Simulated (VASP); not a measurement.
Input of a VASP 6.6.1 run:

The input POSCAR:

```
SiO2
1.0
    7.2401325249      0.0000000000      0.0000000000
   -3.6200662625      6.2701386933      0.0000000000
    0.0000000000      0.0000000000      6.9148622971
Si O
6 12
Direct
    0.5350655815      0.7675327907      0.4166666667
    0.4649344185      0.2324672093      0.9166666667
    0.2324672093      0.4649344185      0.7500000000
    0.7675327907      0.2324672093      0.5833333333
    0.7675327907      0.5350655815      0.2500000000
    0.2324672093      0.7675327907      0.0833333333
    0.6114771910      0.3885228090      0.0833333333
    0.0000000000      0.6865301171      0.1666666667
    0.7770456181      0.3885228090      0.4166666667
    0.6865301171      0.6865301171      0.3333333333
    0.3134698829      0.3134698829      0.8333333333
    0.6114771910      0.2229543819      0.7500000000
    0.2229543819      0.6114771910      0.9166666667
    0.3134698829      0.0000000000      0.0000000000
    0.0000000000      0.3134698829      0.6666666667
    0.3885228090      0.7770456181      0.2500000000
    0.3885228090      0.6114771910      0.5833333333
    0.6865301171      0.0000000000      0.5000000000
```

INCAR.step1

```
PREC = Accurate
ENCUT = 660
ISMEAR = 0
SIGMA = 0.02
LREAL = False
LASPH = True
NELM = 120
NBANDS = 63
GGA = PE
ALGO = Normal
EDIFF = 1E-5
LWAVE = True
LCHARG = False
GGA_COMPAT = False
```

The input INCAR.step2:

```
PREC = Accurate
ENCUT = 660
EDIFF = 1E-6
ISMEAR = 0
SIGMA = 0.02
LREAL = False
LASPH = True
NELM = 120
ALGO = Normal
ISIF = 2
LWAVE = False
LCHARG = True
METAGGA = R2SCAN
LMIXTAU = True
LELF = True
LVHAR = True
NBANDS = 63
ISTART = 1
GGA_COMPAT = False
```

File KPOINTS:

```
regular mesh
0
Gamma
  6 6 4
```

Potentials or basis: VASP PAW PBE potentials, release 64 (Si, O).

Run with:

```console
$ cat potpaw_PBE.64/Si/POTCAR potpaw_PBE.64/O/POTCAR > POTCAR
$ cp INCAR.step1 INCAR
$ mpirun -np 1 vasp_std > vasp.out
$ cp INCAR.step2 INCAR
$ mpirun -np 1 vasp_std > vasp.out
```

Q: Estimate the largest force.

A: 0.020 eV/Å.

Q: Predict the pressure.

A: 4.1 GPa.

Q: Predict the band gap on the k mesh.

A: 6.42 eV (least direct gap 6.56 eV).

Forces on the atoms (eV/Å):
```
Si   0.018  0.010  0.000
Si  -0.018 -0.010  0.000
Si   0.000 -0.020  0.000
Si   0.018 -0.010  0.000
Si   0.000  0.020  0.000
Si  -0.018  0.010  0.000
O   -0.001  0.001  0.000
O    0.010 -0.017  0.000
O    0.001  0.001  0.000
O   -0.010 -0.017  0.000
O    0.010  0.017  0.000
O    0.000 -0.001  0.000
O   -0.001 -0.001  0.000
O    0.020  0.000  0.000
O   -0.010  0.017  0.000
O    0.000  0.001  0.000
O    0.001 -0.001  0.000
O   -0.020  0.000  0.000
```

Caveat: the cell stands under pressure; the PAW data sets were made with another functional, which shifts forces and pressure a little. A k mesh can miss the band edges.
